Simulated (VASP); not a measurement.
# NaI (Fm-3m) in VASP: notebook

The runs below take NaI through single point, with PBE, r2SCAN.

Everything below comes from runs of VASP 6.6.1. Logs are shortened: lines on timing, memory, paths and dates and some standing lists are left out, and cuts for length are marked.

## 1. The cell of the first run

It takes space group Fm-3m (No. 225, cubic). The conventional cell has a = 6.459 Å, b = 6.459 Å, c = 6.459 Å, α = 90.00°, β = 90.00°, γ = 90.00°. Within 4.2 Å of Na (site symmetry m-3m) lie 6 I at 3.23 Å. I (site symmetry m-3m) has 6 Na at 3.23 Å within 4.2 Å.

## 2. Single point, PBE

Contents of INCAR:

```
SYSTEM = NaI
ALGO = Normal
EDIFF = 1E-7
ENCUT = 520
GGA = PE
ISIF = 2
ISMEAR = 0
LASPH = .True.
LCHARG = .True.
LELF = .True.
LREAL = .False.
LVHAR = .True.
LWAVE = .False.
NBANDS = 14
NELM = 80
PREC = Accurate
SIGMA = 0.01
```

Contents of KPOINTS:

```
k-points
0
Gamma
  8 8 8
  0 0 0
```

Contents of POSCAR:

```
NaI
1.0
    0.0000000000      3.2296280802      3.2296280802
    3.2296280802      0.0000000000      3.2296280802
    3.2296280802      3.2296280802      0.0000000000
Na I
1 1
Direct
    0.0000000000      0.0000000000      0.0000000000
    0.5000000000      0.5000000000      0.5000000000
```

Potentials or basis: VASP PAW PBE potentials, release 64 (Na_pv, I).

Launch:

```
> cat potpaw_PBE.64/Na_pv/POTCAR potpaw_PBE.64/I/POTCAR > POTCAR
> mpirun -np 1 vasp_std > vasp.out
```

OUTCAR:

```text
SYSTEM = NaI
   EDIFF = 1E-7
   ENCUT = 520
   GGA = PE
   ISIF = 2
   ISMEAR = 0
   LASPH = .True.
   LREAL = .False.
   NELM = 80
   PREC = Accurate

 ion  position               nearest neighbor table
   1  0.000  0.000  0.000-
   2  0.500  0.500  0.500-

  LATTYP: Found a face centered cubic cell.
 ALAT       =     6.4592561604

  Lattice vectors:

 A1 = (   0.0000000000,   3.2296280802,   3.2296280802)
 A2 = (   3.2296280802,   0.0000000000,   3.2296280802)
 A3 = (   3.2296280802,   3.2296280802,   0.0000000000)

Analysis of symmetry for initial positions (statically):
=====================================================================
 Subroutine PRICEL returns:
 Original cell was already a primitive cell.

 Routine SETGRP: Setting up the symmetry group for a
 face centered cubic supercell.

 Subroutine GETGRP returns: Found 48 space group operations
 (whereof 48 operations were pure point group operations)
 out of a pool of 48 trial point group operations.

The static configuration has the point symmetry O_h .

Analysis of symmetry for dynamics (positions and initial velocities):
=====================================================================
 Subroutine PRICEL returns:
 Original cell was already a primitive cell.

 Routine SETGRP: Setting up the symmetry group for a
 face centered cubic supercell.

 Subroutine GETGRP returns: Found 48 space group operations
 (whereof 48 operations were pure point group operations)
 out of a pool of 48 trial point group operations.

The dynamic configuration has the point symmetry O_h .

 Subroutine INISYM returns: Found 48 space group operations
 (whereof 48 operations are pure point group operations),
 and found     1 'primitive' translations

----------------------------------------------------------------------------------------

                                     Primitive cell

  volume of cell :      67.3733

  direct lattice vectors                    reciprocal lattice vectors
     0.000000000  3.229628080  3.229628080    -0.154816588  0.154816588  0.154816588
     3.229628080  0.000000000  3.229628080     0.154816588 -0.154816588  0.154816588
     3.229628080  3.229628080  0.000000000     0.154816588  0.154816588 -0.154816588

  length of vectors
     4.567383832  4.567383832  4.567383832     0.268150196  0.268150196  0.268150196

  position of ions in fractional coordinates (direct lattice)
     0.000000000  0.000000000  0.000000000
[... 88 lines left out ...]
   PSTRESS=    0.0 pullay stress
   NELECT =      14.0000    total number of electrons
   NUPDOWN=      -1.0000    fix difference up-down
   EMIN   =  10.00;   EMAX   =-10.00  energy-range for DOS
   EFERMI =   0.00;   METHOD = LEGACY
   ISMEAR =     0;   SIGMA  =   0.01  broadening in eV -4-tet -1-fermi 0-gaus
   EFERMI_NEDOS =   21; number of points for ismear=-14 and -15
   IALGO  =     38    algorithm
   IMIX   =      4    mixing-type and parameters
     AMIX     =   0.40;   BMIX     =  1.00
     AMIX_MAG =   1.60;   BMIX_MAG =  1.00
  volume/ion in A,a.u.               =      33.69       227.33
  Fermi-wavevector in a.u.,A,eV,Ry     =   0.969665  1.832401 12.792878  0.940250
  Thomas-Fermi vector in A             =   2.099736
   LORBIT       =      0    0 simple, 1 ext, 2 COOP (PROOUT), +10 PAW based schemes
   GGA     = PE    functional components
   LHFCALC =     F    Hartree Fock is set to
   AEXX    =    0.0000 exact exchange contribution
   IVDW    =     0    specifies the selected vdW correction
   LEPSILON=     F    determine dielectric tensor
   LRPA    =     F    only Hartree local field effects (RPA)
 non-spin polarized calculation
 Gauss-broadening in eV      SIGMA  =   0.01
  energy-cutoff  :      520.00
  volume of cell :       67.37
 maximum number of plane-waves:      1839
 NGX is ok and might be reduce to    36
   NGX = 17   NGY = 17   NGZ = 17

 number of electron      13.9999994 magnetization

 Free energy of the ion-electron system (eV)
  ---------------------------------------------------
  ext. energy  EPLUGINS =         0.00000000
  ---------------------------------------------------
  free energy    TOTEN  =        -5.38375786 eV

  energy without entropy =       -5.38375786  energy(sigma->0) =       -5.38375786

 E-fermi :   0.9680     XC(G=0):  -7.7300

 val. band max:        0.8504830237   @ k =   0.0000   0.0000   0.0000
 cond. band min:       4.5079648463   @ k =   0.0000   0.0000   0.0000
 fundamental gap:      3.6574818227
 Fermi energy:         0.9679749078

 k-point     1 :       0.0000    0.0000    0.0000
  band No.  band energies     occupation
      1     -21.5811      2.00000
      2     -21.5811      2.00000
      3     -21.5811      2.00000
      4     -10.1833      2.00000
      5       0.8505      2.00000
      6       0.8505      2.00000
      7       0.8505      2.00000
      8       4.5080      0.00000
      9       8.7801      0.00000
     10       8.7801      0.00000
     11       8.7801      0.00000
     12      10.6086      0.00000
     13      10.6086      0.00000
     14      11.2905      0.00000
[... 377 lines left out ...]
      1     -21.5856      2.00000
      2     -21.5827      2.00000
      3     -21.5819      2.00000
      4      -9.8205      2.00000
      5      -1.0757      2.00000
      6      -0.0713      2.00000
      7       0.3590      2.00000
      8       6.9942      0.00000
      9       7.1576      0.00000
     10       9.1291      0.00000
     11       9.1470      0.00000
     12      11.3579      0.00000
     13      12.3240      0.00000
     14      13.5739      0.00000

 [... further k-points ...]

------------------------ aborting loop because EDIFF is reached ----------------------------------------

  FORCE on cell =-STRESS in cart. coord.  units (eV):
  Direction    XX          YY          ZZ          XY          YZ          ZX
  --------------------------------------------------------------------------------------
  -------------------------------------------------------------------------------------
  Total        0.2263319      0.2263319      0.2263319      0.0000000      0.0000000      0.0000000
  in kB        5.3823108      5.3823108      5.3823108      0.0000000      0.0000000      0.0000000
  external PRESSURE =       5.3823108 kB  Pullay stress =       0.0000000 kB

 VOLUME and BASIS-vectors are now :
 -----------------------------------------------------------------------------
  energy-cutoff  :      520.00
  volume of cell :       67.37
      direct lattice vectors                 reciprocal lattice vectors
     0.000000000  3.229628080  3.229628080    -0.154816588  0.154816588  0.154816588
     3.229628080  0.000000000  3.229628080     0.154816588 -0.154816588  0.154816588
     3.229628080  3.229628080  0.000000000     0.154816588  0.154816588 -0.154816588

 POSITION                                       TOTAL-FORCE (eV/Angst)
 -----------------------------------------------------------------------------------
      0.00000      0.00000      0.00000         0.000000      0.000000      0.000000
      3.22963      3.22963      3.22963        -0.000000     -0.000000     -0.000000
 -----------------------------------------------------------------------------------
    total drift:                                0.000000      0.000000      0.000000

  FREE ENERGIE OF THE ION-ELECTRON SYSTEM (eV)
  ---------------------------------------------------
  free  energy   TOTEN  =        -5.3837578614 eV

  energy  without entropy=       -5.3837578614  energy(sigma->0) =       -5.38375786
```

OSZICAR:

```text
N       E                     dE             d eps       ncg     rms          rms(c)
DAV:   1     0.807025219693E+02    0.80703E+02   -0.65267E+03   812   0.887E+02
DAV:   2     0.778275987017E+00   -0.79924E+02   -0.74357E+02   848   0.220E+02
DAV:   3    -0.529855354926E+01   -0.60768E+01   -0.60406E+01  1052   0.590E+01
DAV:   4    -0.544767874082E+01   -0.14913E+00   -0.14909E+00  1024   0.946E+00
DAV:   5    -0.545056506770E+01   -0.28863E-02   -0.28863E-02  1098   0.125E+00    0.163E+00
DAV:   6    -0.539023119996E+01    0.60334E-01   -0.69958E-02   974   0.153E+00    0.111E+00
DAV:   7    -0.538173955011E+01    0.84916E-02   -0.63999E-02  1040   0.130E+00    0.609E-01
DAV:   8    -0.538377848005E+01   -0.20389E-02   -0.53124E-03   950   0.575E-01    0.179E-01
DAV:   9    -0.538374236194E+01    0.36118E-04   -0.21088E-04   938   0.126E-01    0.381E-02
DAV:  10    -0.538375655898E+01   -0.14197E-04   -0.35332E-05  1010   0.602E-02    0.104E-02
DAV:  11    -0.538375750647E+01   -0.94749E-06   -0.40954E-06   992   0.193E-02    0.180E-03
DAV:  12    -0.538375782284E+01   -0.31638E-06   -0.53522E-07   992   0.500E-03    0.907E-04
DAV:  13    -0.538375786138E+01   -0.38533E-07   -0.11603E-08   790   0.937E-04
   1 F= -.53837579E+01 E0= -.53837579E+01  d E =-.369429E-64
```

stdout:

```text
POSCAR found type information on POSCAR NaI
 POSCAR found :  2 types and       2 ions
 scaLAPACK will be used
 LDA part: xc-table for (Slater+PW92), standard interpolation
 POSCAR, INCAR and KPOINTS ok, starting setup
 FFT: planning ... GRIDC
 FFT: planning ... GRID_SOFT
 FFT: planning ... GRID
 WAVECAR not read
 entering main loop
```

It took 24 s on 1 thread of Intel Xeon Platinum 8488C (Sapphire Rapids), shared host; peak memory 0.2 GiB.

What came out:

| Quantity | Value |
| --- | --- |
| Free energy | -5.3838 eV |
| Pressure | 0.5 GPa |
| Band gap on the k mesh | 3.66 eV |

Levels at points of the mesh, in eV from the valence-band top:
| k point | band 5 | band 6 | band 7 | band 8 | band 9 | band 10 |
| --- | --- | --- | --- | --- | --- | --- |
| (0.00, 0.00, 0.00) | 0.00 | 0.00 | 0.00 | 3.66 | 7.93 | 7.93 |
| (0.50, 0.00, 0.00) | -2.20 | -0.29 | -0.29 | 5.09 | 7.45 | 7.45 |
| (0.50, 0.50, 0.00) | -1.92 | -0.75 | -0.75 | 4.50 | 5.54 | 9.91 |

Caveat: spin-orbit coupling is left out, which moves the levels of the heavy elements.

## 3. Single point, r2SCAN

POSCAR is that of step 2.

Contents of INCAR.step1:

```
SYSTEM = NaI
ALGO = Normal
EDIFF = 1E-4
ENCUT = 520
GGA = PE
ISMEAR = 0
LASPH = .True.
LCHARG = .False.
LREAL = .False.
LWAVE = .True.
NBANDS = 14
NELM = 80
PREC = Accurate
SIGMA = 0.01
```

Contents of INCAR.step2:

```
SYSTEM = NaI
ALGO = Normal
EDIFF = 1E-7
ENCUT = 520
ISIF = 2
ISMEAR = 0
ISTART = 1
LASPH = .True.
LCHARG = .False.
LMIXTAU = .True.
LREAL = .False.
LWAVE = .False.
METAGGA = R2SCAN
NBANDS = 14
NELM = 80
PREC = Accurate
SIGMA = 0.01
```

KPOINTS is that of step 2.

Potentials or basis: VASP PAW PBE potentials, release 64 (Na_pv, I).

Launch:

```
> cat potpaw_PBE.64/Na_pv/POTCAR potpaw_PBE.64/I/POTCAR > POTCAR
> cp INCAR.step1 INCAR
> mpirun -np 1 vasp_std > vasp.out
> cp INCAR.step2 INCAR
> mpirun -np 1 vasp_std > vasp.out
```

OUTCAR:

```text
SYSTEM = NaI
   EDIFF = 1E-7
   ENCUT = 520
   ISIF = 2
   ISMEAR = 0
   ISTART = 1
   LASPH = .True.
   LREAL = .False.
   METAGGA = R2SCAN
   NELM = 80
   PREC = Accurate

 ion  position               nearest neighbor table
   1  0.000  0.000  0.000-
   2  0.500  0.500  0.500-

  LATTYP: Found a face centered cubic cell.
 ALAT       =     6.4592561604

  Lattice vectors:

 A1 = (   0.0000000000,   3.2296280802,   3.2296280802)
 A2 = (   3.2296280802,   0.0000000000,   3.2296280802)
 A3 = (   3.2296280802,   3.2296280802,   0.0000000000)

Analysis of symmetry for initial positions (statically):
=====================================================================
 Subroutine PRICEL returns:
 Original cell was already a primitive cell.

 Routine SETGRP: Setting up the symmetry group for a
 face centered cubic supercell.

 Subroutine GETGRP returns: Found 48 space group operations
 (whereof 48 operations were pure point group operations)
 out of a pool of 48 trial point group operations.

The static configuration has the point symmetry O_h .

[... 174 lines left out ...]
      5       0.5239      2.00000
      6       0.5239      2.00000
      7       0.5239      2.00000
      8       4.9821      0.00000
      9       8.9985      0.00000
     10       8.9985      0.00000
     11       8.9985      0.00000
     12      10.8605      0.00000
     13      10.8605      0.00000
     14      11.6465      0.00000
[... 377 lines left out ...]
      1     -22.7245      2.00000
      2     -22.7219      2.00000
      3     -22.7210      2.00000
      4     -10.4524      2.00000
      5      -1.4097      2.00000
      6      -0.4128      2.00000
      7       0.0189      2.00000
      8       7.2783      0.00000
      9       7.5422      0.00000
     10       9.4761      0.00000
     11       9.5209      0.00000
     12      11.7756      0.00000
     13      12.9287      0.00000
     14      14.0781      0.00000

 [... further k-points ...]

------------------------ aborting loop because EDIFF is reached ----------------------------------------

  FORCE on cell =-STRESS in cart. coord.  units (eV):
  Direction    XX          YY          ZZ          XY          YZ          ZX
  --------------------------------------------------------------------------------------
  -------------------------------------------------------------------------------------
  Total       -0.0323511     -0.0323511     -0.0323511      0.0000000      0.0000000      0.0000000
  in kB       -0.7693293     -0.7693293     -0.7693293      0.0000000      0.0000000      0.0000000
  external PRESSURE =      -0.7693293 kB  Pullay stress =       0.0000000 kB

 VOLUME and BASIS-vectors are now :
 -----------------------------------------------------------------------------
  energy-cutoff  :      520.00
  volume of cell :       67.37
      direct lattice vectors                 reciprocal lattice vectors
     0.000000000  3.229628080  3.229628080    -0.154816588  0.154816588  0.154816588
     3.229628080  0.000000000  3.229628080     0.154816588 -0.154816588  0.154816588
     3.229628080  3.229628080  0.000000000     0.154816588  0.154816588 -0.154816588

 POSITION                                       TOTAL-FORCE (eV/Angst)
 -----------------------------------------------------------------------------------
      0.00000      0.00000      0.00000        -0.000000     -0.000000     -0.000000
      3.22963      3.22963      3.22963         0.000000      0.000000      0.000000
 -----------------------------------------------------------------------------------
    total drift:                                0.000000      0.000000      0.000000

  FREE ENERGIE OF THE ION-ELECTRON SYSTEM (eV)
  ---------------------------------------------------
  free  energy   TOTEN  =       -31.0858584780 eV

  energy  without entropy=      -31.0858584780  energy(sigma->0) =      -31.08585848
```

It took 90 s on 1 thread of Intel Xeon Platinum 8488C (Sapphire Rapids), shared host; peak memory 0.22 GiB.

Results:

```
Free energy            : -31.0859 eV
Pressure               : -0.1 GPa
Band gap on the k mesh : 4.46 eV
```

Caveat: the PAW data sets were made with another functional, which shifts forces and pressure a little; spin-orbit coupling is left out, which moves the levels of the heavy elements. r2SCAN opens gaps a little over a GGA but as a rule still falls short of measured ones.
